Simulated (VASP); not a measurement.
# PbS (rocksalt type) (Fm-3m) in VASP: notebook

PbS (rocksalt type) is run at these levels: LDA; tasks: single point.

Program: VASP 6.6.1. These are calculated values, not measurements. Logs are shortened: lines on timing, memory, paths and dates and some standing lists are left out, and cuts for length are marked.

## (1) The cell of the first run

Symmetry: Fm-3m, No. 225, cubic system. The conventional cell has a = 5.601 Å, b = 5.601 Å, c = 5.601 Å, α = 90.00°, β = 90.00°, γ = 90.00°. Pb (site symmetry m-3m) has 6 S at 2.80 Å within 3.7 Å. S (site symmetry m-3m) has 6 Pb at 2.80 Å within 3.7 Å.

## (2) Single point, LDA (21.97 Å³/atom)

File INCAR:

```
  PREC = Accurate
  ENCUT = 520
  EDIFF = 1E-6
  ISMEAR = -1
  SIGMA = 0.08
  LREAL = F
  LASPH = T
  NELM = 60
  ALGO = Normal
  ISIF = 2
  LWAVE = F
  LCHARG = F
  GGA = CA
  NBANDS = 17
```

File KPOINTS:

```
Automatic mesh
0
Gamma
  12 12 12
```

File POSCAR:

```
PbS
1.0
    0.0000000000      2.8007455428      2.8007455428
    2.8007455428      0.0000000000      2.8007455428
    2.8007455428      2.8007455428      0.0000000000
Pb S
1 1
Direct
    0.0000000000      0.0000000000      0.0000000000
    0.5000000000      0.5000000000      0.5000000000
```

Potentials or basis: VASP PAW LDA potentials, release 64 (Pb_d, S).

On the command line:

```console
> cat potpaw_LDA.64/Pb_d/POTCAR potpaw_LDA.64/S/POTCAR > POTCAR
> mpirun -np 1 vasp_std > vasp.out
```

OUTCAR:

```text
PREC = Accurate
   ENCUT = 520
   EDIFF = 1E-6
   ISMEAR = -1
   LREAL = F
   LASPH = T
   NELM = 60
   ISIF = 2
   GGA = CA

 ion  position               nearest neighbor table
   1  0.000  0.000  0.000-   2 2.80   2 2.80   2 2.80   2 2.80   2 2.80   2 2.80
   2  0.500  0.500  0.500-   1 2.80   1 2.80   1 2.80   1 2.80   1 2.80   1 2.80

  LATTYP: Found a face centered cubic cell.
 ALAT       =     5.6014910856

  Lattice vectors:

 A1 = (   0.0000000000,   2.8007455428,   2.8007455428)
 A2 = (   2.8007455428,   0.0000000000,   2.8007455428)
 A3 = (   2.8007455428,   2.8007455428,   0.0000000000)

Analysis of symmetry for initial positions (statically):
=====================================================================
 Subroutine PRICEL returns:
 Original cell was already a primitive cell.

 Routine SETGRP: Setting up the symmetry group for a
 face centered cubic supercell.

 Subroutine GETGRP returns: Found 48 space group operations
 (whereof 48 operations were pure point group operations)
 out of a pool of 48 trial point group operations.

The static configuration has the point symmetry O_h .

Analysis of symmetry for dynamics (positions and initial velocities):
=====================================================================
 Subroutine PRICEL returns:
 Original cell was already a primitive cell.

 Routine SETGRP: Setting up the symmetry group for a
 face centered cubic supercell.

 Subroutine GETGRP returns: Found 48 space group operations
 (whereof 48 operations were pure point group operations)
 out of a pool of 48 trial point group operations.

The dynamic configuration has the point symmetry O_h .

 Subroutine INISYM returns: Found 48 space group operations
 (whereof 48 operations are pure point group operations),
 and found     1 'primitive' translations

----------------------------------------------------------------------------------------

                                     Primitive cell

  volume of cell :      43.9391

  direct lattice vectors                    reciprocal lattice vectors
     0.000000000  2.800745543  2.800745543    -0.178523894  0.178523894  0.178523894
     2.800745543  0.000000000  2.800745543     0.178523894 -0.178523894  0.178523894
     2.800745543  2.800745543  0.000000000     0.178523894  0.178523894 -0.178523894

  length of vectors
     3.960852331  3.960852331  3.960852331     0.309212455  0.309212455  0.309212455

  position of ions in fractional coordinates (direct lattice)
     0.000000000  0.000000000  0.000000000
     0.500000000  0.500000000  0.500000000

  ion indices of the primitive-cell ions
   primitive index   ion index
                 1           1
                 2           2

----------------------------------------------------------------------------------------

 KPOINTS: Automatic mesh

Automatic generation of k-mesh.
 Grid dimensions read from file:
 generate k-points for:   12   12   12

 Generating k-lattice:

  Cartesian coordinates                     Fractional coordinates (reciprocal lattice)
    -0.014876991  0.014876991  0.014876991     0.083333333  0.000000000  0.000000000
     0.014876991 -0.014876991  0.014876991     0.000000000  0.083333333  0.000000000
     0.014876991  0.014876991 -0.014876991     0.000000000  0.000000000  0.083333333

  Length of vectors
     0.025767705  0.025767705  0.025767705

  Shift w.r.t. Gamma in fractional coordinates (k-lattice)
     0.000000000  0.000000000  0.000000000

 Subroutine IBZKPT returns following result:
 ===========================================

 Found     72 irreducible k-points:

 Following reciprocal coordinates:
            Coordinates               Weight
  0.000000  0.000000  0.000000      1.000000
  0.083333  0.000000  0.000000      8.000000
  0.166667  0.000000  0.000000      8.000000
  0.250000  0.000000  0.000000      8.000000
  0.333333  0.000000  0.000000      8.000000
  0.416667  0.000000  0.000000      8.000000
[... 16 lines left out ...]
  0.500000  0.166667  0.000000     24.000000
 -0.416667  0.166667  0.000000     24.000000
 [... further k-points ...]
   k-points           NKPTS =     72   k-points in BZ     NKDIM =     72   number of bands    NBANDS=     17
   number of dos      NEDOS =    301   number of ions     NIONS =      2
   total plane-waves  NPLWV =  27000
   dimension x,y,z NGX =    30 NGY =   30 NGZ =   30
   dimension x,y,z NGXF=    60 NGYF=   60 NGZF=   60
   ions per type =               1   1
   NGX,Y,Z   is equivalent  to a cutoff of  12.59, 12.59, 12.59 a.u.
   NGXF,Y,Z  is equivalent  to a cutoff of  25.18, 25.18, 25.18 a.u.
 SYSTEM =  unknown system
   PREC   = accura    normal or accurate (medium, high low for compatibility)
   ISTART =      0    job   : 0-new  1-cont  2-samecut
   ICHARG =      2    charge: 1-file 2-atom 10-const
   ISPIN  =      1    spin polarized calculation?
   LNONCOLLINEAR =      F non collinear calculations
   LSORBIT =      F    spin-orbit coupling
   LASPH  =      T    aspherical Exc in radial PAW
   ENCUT  =  520.0 eV  38.22 Ry    6.18 a.u.   7.36  7.36  7.36*2*pi/ulx,y,z
   NELM   =     60;   NELMIN=  2; NELMDL= -5     # of ELM steps
   EDIFF  = 0.1E-05   stopping-criterion for ELM
   LREAL  =      F    real-space projection
   EDIFFG = 0.1E-04   stopping-criterion for IOM
   NSW    =      0    number of steps for IOM
   IBRION =     -1    ionic relax: 0-MD 1-quasi-New 2-CG
   NFREE  =      0    steps in history (QN), initial steepest desc. (CG)
   ISIF   =      2    stress and relaxation
   ISYM   =      2    0-nonsym 1-usesym 2-fastsym
   POTIM  = 0.5000    time-step for ionic-motion
   TEBEG  =    0.0;   TEEND  =   0.0 temperature during run
   PSTRESS=    0.0 pullay stress
   NELECT =      20.0000    total number of electrons
   NUPDOWN=      -1.0000    fix difference up-down
   EMIN   =  10.00;   EMAX   =-10.00  energy-range for DOS
   EFERMI =   0.00;   METHOD = LEGACY
   ISMEAR =    -1;   SIGMA  =   0.08  broadening in eV -4-tet -1-fermi 0-gaus
   EFERMI_NEDOS =   21; number of points for ismear=-14 and -15
   IALGO  =     38    algorithm
   IMIX   =      4    mixing-type and parameters
     AMIX     =   0.40;   BMIX     =  1.00
     AMIX_MAG =   1.60;   BMIX_MAG =  1.00
  volume/ion in A,a.u.               =      21.97       148.26
  Fermi-wavevector in a.u.,A,eV,Ry     =   1.259315  2.379761 21.577143  1.585875
  Thomas-Fermi vector in A             =   2.392881
   LORBIT       =      0    0 simple, 1 ext, 2 COOP (PROOUT), +10 PAW based schemes
   GGA     = CA    functional components
   LHFCALC =     F    Hartree Fock is set to
   AEXX    =    0.0000 exact exchange contribution
   IVDW    =     0    specifies the selected vdW correction
   LEPSILON=     F    determine dielectric tensor
   LRPA    =     F    only Hartree local field effects (RPA)
 non-spin polarized calculation
  energy-cutoff  :      520.00
  volume of cell :       43.94
 maximum number of plane-waves:      1243
 NGX is ok and might be reduce to    30
   NGX = 15   NGY = 15   NGZ = 15

 number of electron      20.0000001 magnetization

 Free energy of the ion-electron system (eV)
  ---------------------------------------------------
  ext. energy  EPLUGINS =         0.00000000
  ---------------------------------------------------
  free energy    TOTEN  =        -9.81052188 eV

  energy without entropy =       -9.80948354  energy(sigma->0) =       -9.81000271

 E-fermi :   7.9987     XC(G=0): -10.8364

 val. band max:        7.7981618371   @ k =   0.5000   0.0000   0.0000
 cond. band min:       8.2500717588   @ k =  -0.4167   0.0833   0.0000
 fundamental gap:      0.4519099217
 Fermi energy:         7.9987072618

 k-point     1 :       0.0000    0.0000    0.0000
  band No.  band energies     occupation
      1      -9.1052      2.00000
      2      -9.1052      2.00000
      3      -9.1052      2.00000
      4      -9.1032      2.00000
      5      -9.1032      2.00000
      6      -7.2211      2.00000
[... 9 lines left out ...]
     16      14.2570      0.00000
     17      15.9226      0.00000

 k-point     2 :       0.0833    0.0000    0.0000
  band No.  band energies     occupation
      1      -9.1081      2.00000
      2      -9.1081      2.00000
      3      -9.1050      2.00000
      4      -9.0988      2.00000
      5      -9.0988      2.00000
      6      -7.1428      2.00000
[... 9 lines left out ...]
     16      14.5235      0.00000
     17      16.7243      0.00000

 k-point     3 :       0.1667    0.0000    0.0000
  band No.  band energies     occupation
      1      -9.1202      2.00000
      2      -9.1202      2.00000
      3      -9.1050      2.00000
      4      -9.0825      2.00000
      5      -9.0825      2.00000
      6      -6.9123      2.00000
[... 9 lines left out ...]
     16      14.9777      0.00000
     17      18.2954      0.00000

 k-point     4 :       0.2500    0.0000    0.0000
  band No.  band energies     occupation
      1      -9.1368      2.00000
      2      -9.1368      2.00000
      3      -9.1062      2.00000
      4      -9.0601      2.00000
      5      -9.0601      2.00000
      6      -6.5468      2.00000
[... 9 lines left out ...]
     16      15.6277      0.00000
     17      20.1207      0.00000

 k-point     5 :       0.3333    0.0000    0.0000
  band No.  band energies     occupation
      1      -9.1533      2.00000
      2      -9.1533      2.00000
      3      -9.1080      2.00000
      4      -9.0376      2.00000
      5      -9.0376      2.00000
      6      -6.0905      2.00000
[... 9 lines left out ...]
     16      16.4563      0.00000
     17      21.1309      0.00000

 k-point     6 :       0.4167    0.0000    0.0000
  band No.  band energies     occupation
      1      -9.1654      2.00000
      2      -9.1654      2.00000
      3      -9.1099      2.00000
      4      -9.0211      2.00000
      5      -9.0211      2.00000
      6      -5.6504      2.00000
[... 9 lines left out ...]
     16      17.3394      0.00000
     17      19.7921      0.00000

 k-point     7 :       0.5000    0.0000    0.0000
  band No.  band energies     occupation
      1      -9.1698      2.00000
      2      -9.1698      2.00000
      3      -9.1106      2.00000
      4      -9.0150      2.00000
      5      -9.0150      2.00000
      6      -5.4476      2.00000
[... 9 lines left out ...]
     16      17.8202      0.00000
     17      18.9302      0.00000

 k-point     8 :       0.0833    0.0833    0.0000
  band No.  band energies     occupation
      1      -9.1151      2.00000
      2      -9.1088      2.00000
      3      -9.0998      2.00000
      4      -9.0977      2.00000
      5      -9.0977      2.00000
      6      -7.1148      2.00000
[... 9 lines left out ...]
     16      15.1728      0.00000
     17      16.8814      0.00000
[... 203 lines left out ...]
      1      -9.1620      2.00000
      2      -9.1188      2.00000
      3      -9.0907      2.00000
      4      -9.0769      2.00000
      5      -9.0769      2.00000
      6      -6.7860      2.00000
[... 9 lines left out ...]
     16      16.6198      0.00000
     17      17.4462      0.00000

 k-point    20 :       0.2500    0.1667    0.0000
  band No.  band energies     occupation
      1      -9.1962      2.00000
      2      -9.1218      2.00000
      3      -9.0955      2.00000
      4      -9.0639      2.00000
      5      -9.0553      2.00000
      6      -6.4946      2.00000
[... 9 lines left out ...]
     16      16.9985      0.00000
     17      18.4717      0.00000

 k-point    21 :       0.3333    0.1667    0.0000
  band No.  band energies     occupation
      1      -9.2244      2.00000
      2      -9.1182      2.00000
      3      -9.1088      2.00000
      4      -9.0532      2.00000
      5      -9.0318      2.00000
      6      -6.0877      2.00000
[... 9 lines left out ...]
     16      17.5213      0.00000
     17      19.9493      0.00000

 k-point    22 :       0.4167    0.1667    0.0000
  band No.  band energies     occupation
      1      -9.2407      2.00000
      2      -9.1245      2.00000
      3      -9.1097      2.00000
      4      -9.0459      2.00000
      5      -9.0155      2.00000
      6      -5.6304      2.00000
[... 9 lines left out ...]
     16      18.1643      0.00000
     17      19.8166      0.00000

 k-point    23 :       0.5000    0.1667    0.0000
  band No.  band energies     occupation
      1      -9.2425      2.00000
      2      -9.1386      2.00000
      3      -9.1003      2.00000
      4      -9.0416      2.00000
      5      -9.0103      2.00000
      6      -5.2633      2.00000
[... 9 lines left out ...]
     16      18.3987      0.00000
     17      18.9510      0.00000

 k-point    24 :      -0.4167    0.1667    0.0000
  band No.  band energies     occupation
      1      -9.2300      2.00000
      2      -9.1479      2.00000
      3      -9.0939      2.00000
      4      -9.0402      2.00000
      5      -9.0173      2.00000
      6      -5.2070      2.00000
[... 9 lines left out ...]
     16      17.5703      0.00000
     17      19.6729      0.00000

 [... further k-points ...]

------------------------ aborting loop because EDIFF is reached ----------------------------------------

  FORCE on cell =-STRESS in cart. coord.  units (eV):
  Direction    XX          YY          ZZ          XY          YZ          ZX
  --------------------------------------------------------------------------------------
  -------------------------------------------------------------------------------------
  Total        3.0124001      3.0124001      3.0124001      0.0000000      0.0000000      0.0000000
  in kB      109.8429740    109.8429740    109.8429740      0.0000000      0.0000000      0.0000000
  external PRESSURE =     109.8429740 kB  Pullay stress =       0.0000000 kB

 VOLUME and BASIS-vectors are now :
 -----------------------------------------------------------------------------
  energy-cutoff  :      520.00
  volume of cell :       43.94
      direct lattice vectors                 reciprocal lattice vectors
     0.000000000  2.800745543  2.800745543    -0.178523894  0.178523894  0.178523894
     2.800745543  0.000000000  2.800745543     0.178523894 -0.178523894  0.178523894
     2.800745543  2.800745543  0.000000000     0.178523894  0.178523894 -0.178523894

 POSITION                                       TOTAL-FORCE (eV/Angst)
 -----------------------------------------------------------------------------------
      0.00000      0.00000      0.00000         0.000000      0.000000     -0.000000
      2.80075      2.80075      2.80075        -0.000000      0.000000      0.000000
 -----------------------------------------------------------------------------------
    total drift:                               -0.000000      0.000000      0.000000

  FREE ENERGIE OF THE ION-ELECTRON SYSTEM (eV)
  ---------------------------------------------------
  free  energy   TOTEN  =        -9.8105218814 eV

  energy  without entropy=       -9.8094835426  energy(sigma->0) =       -9.81000271
```

It took 80 s on 1 thread of Intel Xeon 8259CL, shared host; peak memory 0.19 GiB.

Results:

```yaml
Free_energy: -9.8105 eV
Pressure: 11.0 GPa
Band_gap_on_the_k_mesh: 0.45 eV (least direct gap 0.56 eV)
```

Caveat: the cell stands under pressure; spin-orbit coupling is left out, which moves the levels of the heavy elements. A k mesh can miss the band edges.

## (3) Single point, LDA (21.97 Å³/atom)

File INCAR:

```
SYSTEM = PbS
PREC = Accurate
ENCUT = 520
EDIFF = 1E-6
ISMEAR = -1
SIGMA = 0.08
LREAL = .FALSE.
LASPH = .TRUE.
NELM = 80
ALGO = Normal
ISIF = 2
LWAVE = .FALSE.
LCHARG = .TRUE.
GGA = CA
LELF = .TRUE.
LVHAR = .TRUE.
NBANDS = 17
```

File KPOINTS:

```
Automatic mesh
0
G
  12 12 12
  0 0 0
```

POSCAR is that of step 2.

Potentials or basis: VASP PAW LDA potentials, release 64 (Pb_d, S).

On the command line:

```console
> cat potpaw_LDA.64/Pb_d/POTCAR potpaw_LDA.64/S/POTCAR > POTCAR
> mpirun -np 1 vasp_std > vasp.out
```

OUTCAR:

```text
SYSTEM = PbS
   PREC = Accurate
   ENCUT = 520
   EDIFF = 1E-6
   ISMEAR = -1
   LREAL = .FALSE.
   LASPH = .TRUE.
   NELM = 80
   ISIF = 2
   GGA = CA

 ion  position               nearest neighbor table
   1  0.000  0.000  0.000-   2 2.80   2 2.80   2 2.80   2 2.80   2 2.80   2 2.80
   2  0.500  0.500  0.500-   1 2.80   1 2.80   1 2.80   1 2.80   1 2.80   1 2.80

  LATTYP: Found a face centered cubic cell.
 ALAT       =     5.6014910856

  Lattice vectors:

[... 665 lines left out ...]
 [... further k-points ...]

------------------------ aborting loop because EDIFF is reached ----------------------------------------

  FORCE on cell =-STRESS in cart. coord.  units (eV):
  Direction    XX          YY          ZZ          XY          YZ          ZX
  --------------------------------------------------------------------------------------
  -------------------------------------------------------------------------------------
  Total        3.0124001      3.0124001      3.0124001      0.0000000      0.0000000      0.0000000
  in kB      109.8429740    109.8429740    109.8429740      0.0000000      0.0000000      0.0000000
  external PRESSURE =     109.8429740 kB  Pullay stress =       0.0000000 kB

 VOLUME and BASIS-vectors are now :
 -----------------------------------------------------------------------------
  energy-cutoff  :      520.00
  volume of cell :       43.94
      direct lattice vectors                 reciprocal lattice vectors
     0.000000000  2.800745543  2.800745543    -0.178523894  0.178523894  0.178523894
     2.800745543  0.000000000  2.800745543     0.178523894 -0.178523894  0.178523894
     2.800745543  2.800745543  0.000000000     0.178523894  0.178523894 -0.178523894

 POSITION                                       TOTAL-FORCE (eV/Angst)
 -----------------------------------------------------------------------------------
      0.00000      0.00000      0.00000         0.000000      0.000000     -0.000000
      2.80075      2.80075      2.80075        -0.000000      0.000000      0.000000
 -----------------------------------------------------------------------------------
    total drift:                               -0.000000      0.000000      0.000000

  FREE ENERGIE OF THE ION-ELECTRON SYSTEM (eV)
  ---------------------------------------------------
  free  energy   TOTEN  =        -9.8105218814 eV

  energy  without entropy=       -9.8094835426  energy(sigma->0) =       -9.81000271
```

OSZICAR:

```text
N       E                     dE             d eps       ncg     rms          rms(c)
DAV:   1     0.160210819795E+03    0.16021E+03   -0.98902E+03  2472   0.130E+03
DAV:   2     0.163380456547E+01   -0.15858E+03   -0.15297E+03  2581   0.331E+02
DAV:   3    -0.988981498774E+01   -0.11524E+02   -0.11396E+02  3183   0.936E+01
DAV:   4    -0.101610602616E+02   -0.27125E+00   -0.27098E+00  3180   0.149E+01
DAV:   5    -0.101706151202E+02   -0.95549E-02   -0.95541E-02  3715   0.276E+00    0.646E+00
DAV:   6    -0.982489184034E+01    0.34572E+00   -0.87012E-01  3880   0.783E+00    0.442E+00
DAV:   7    -0.981346092769E+01    0.11431E-01   -0.10851E-01  3268   0.181E+00    0.202E+00
DAV:   8    -0.981070984233E+01    0.27511E-02   -0.93340E-03  3297   0.110E+00    0.202E-01
DAV:   9    -0.981050715636E+01    0.20269E-03   -0.91955E-04  3787   0.299E-01    0.954E-02
DAV:  10    -0.981052758617E+01   -0.20430E-04   -0.13809E-04  3008   0.126E-01    0.330E-02
DAV:  11    -0.981052177619E+01    0.58100E-05   -0.34691E-05  3678   0.706E-02    0.224E-02
DAV:  12    -0.981052188137E+01   -0.10518E-06   -0.18987E-06  2384   0.991E-03
   1 F= -.98105219E+01 E0= -.98100027E+01  d E =-.103834E-02
```

stdout:

```text
POSCAR found type information on POSCAR PbS
 POSCAR found :  2 types and       2 ions
 scaLAPACK will be used
 LDA part: xc-table for (Slater(with rela. corr.)+CA(PZ))
 , standard interpolation
 POSCAR, INCAR and KPOINTS ok, starting setup
 FFT: planning ... GRIDC
 FFT: planning ... GRID_SOFT
 FFT: planning ... GRID
 WAVECAR not read
 entering main loop
```

It took 83 s on 1 thread of Intel Xeon 8259CL, shared host; peak memory 0.19 GiB.

What came out:

| Property | Result |
| --- | --- |
| Free energy | -9.8105 eV |
| Pressure | 11.0 GPa |
| Band gap on the k mesh | 0.45 eV (least direct gap 0.56 eV) |

Caveat: the cell stands under pressure; spin-orbit coupling is left out, which moves the levels of the heavy elements.

(Continued in part 2 of 2.)
